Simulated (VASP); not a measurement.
Here is a VASP 6.6.1 calculation.

POSCAR

```
MgO
1.0
    0.0000000000      2.1381295086      2.1381295086
    2.1381295086      0.0000000000      2.1381295086
    2.1381295086      2.1381295086      0.0000000000
Mg O
1 1
Direct
    0.0000000000      0.0000000000      0.0000000000
    0.5000000000      0.5000000000      0.5000000000
```

File INCAR.step1:

```
ALGO = Normal ; EDIFF = 1E-4
ENCUT = 520 ; GGA = PE
ISMEAR = -1 ; LASPH = True
LCHARG = False ; LREAL = False
LWAVE = True ; NBANDS = 11
NELM = 60 ; PREC = Accurate
SIGMA = 0.05
```

INCAR.step2

```
ALGO = Normal ; EDIFF = 1E-6
ENCUT = 520 ; ISIF = 2
ISMEAR = -1 ; ISTART = 1
LASPH = True ; LCHARG = True
LELF = True ; LMIXTAU = True
LREAL = False ; LVHAR = True
LWAVE = False ; METAGGA = R2SCAN
NBANDS = 11 ; NELM = 60
PREC = Accurate ; SIGMA = 0.05
```

The input KPOINTS:

```
k-points
0
Gamma
  11 11 11
```

Potentials or basis: VASP PAW PBE potentials, release 64 (Mg, O).

The run is started by

```bash
$ cat potpaw_PBE.64/Mg/POTCAR potpaw_PBE.64/O/POTCAR > POTCAR
$ cp INCAR.step1 INCAR
$ mpirun -np 1 vasp_std > vasp.out
$ cp INCAR.step2 INCAR
$ mpirun -np 1 vasp_std > vasp.out
```

Question: Predict the band gap on the k mesh.

Answer: 5.16 eV, direct.

Question: What does it give for the pressure?

Answer: -8.7 GPa.

Caveat: the PAW data sets were made with another functional, which shifts forces and pressure a little. r2SCAN opens gaps a little over a GGA but as a rule still falls short of measured ones.
